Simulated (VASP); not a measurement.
A run of VASP 6.6.1 is set up as follows.

The input POSCAR:

```
MgO
1.0
    0.0000000000      2.1021674163      2.1021674163
    2.1021674163      0.0000000000      2.1021674163
    2.1021674163      2.1021674163      0.0000000000
Mg O
1 1
Direct
    0.0000000000      0.0000000000      0.0000000000
    0.5000000000      0.5000000000      0.5000000000
```

INCAR.step1

```
SYSTEM = MgO
PREC = Accurate
ENCUT = 500
EDIFF = 1E-8
ISMEAR = 0
SIGMA = 0.01
LREAL = .FALSE.
LASPH = .TRUE.
NELM = 100
ALGO = Normal
LWAVE = .TRUE.
LCHARG = .FALSE.
GGA = PE
```

INCAR.step2

```
SYSTEM = MgO
PREC = Accurate
ENCUT = 500
EDIFF = 1E-8
ISMEAR = 0
SIGMA = 0.01
LREAL = .FALSE.
LASPH = .TRUE.
NELM = 1
ALGO = Exact
LWAVE = .TRUE.
LCHARG = .FALSE.
GGA = PE
NBANDS = 73
LOPTICS = .TRUE.
ISTART = 1
```

Contents of INCAR.step3:

```
SYSTEM = MgO
PREC = Accurate
ENCUT = 500
EDIFF = 1E-8
ISMEAR = 0
SIGMA = 0.01
LREAL = .FALSE.
LASPH = .TRUE.
ALGO = EVGW0
LWAVE = .FALSE.
LCHARG = .FALSE.
GGA = PE
NELMGW = 1
NBANDS = 73
ENCUTGW = 140.0
NOMEGA = 96
PRECFOCK = Fast
ISTART = 1
NBANDSGW = 12
OMEGAMAX = 20
```

Contents of KPOINTS:

```
regular mesh
0
G
  6 6 6
  0 0 0
```

Potentials or basis: VASP PAW PBE potentials, release 64 (Mg_GW, O_GW).

Run with:

```console
$ cat potpaw_PBE.64/Mg_GW/POTCAR potpaw_PBE.64/O_GW/POTCAR > POTCAR
$ cp INCAR.step1 INCAR
$ mpirun -np 1 vasp_std > vasp.out
$ cp INCAR.step2 INCAR
$ mpirun -np 1 vasp_std > vasp.out
$ cp INCAR.step3 INCAR
$ mpirun -np 1 vasp_std > vasp.out
```

(1) What does it give for the quasiparticle gap?

(2) Predict the least direct quasiparticle gap.

(3) Predict the band gap of the starting levels on the mesh.

## Answers

(1) 7.30 eV.

(2) 7.30 eV.

(3) 4.78 eV.

Caveat: the k points lie up to 0.43 Å⁻¹ apart; bands, screening cutoff and mesh are small and nothing is extrapolated, so the quasiparticle values aren't converged.
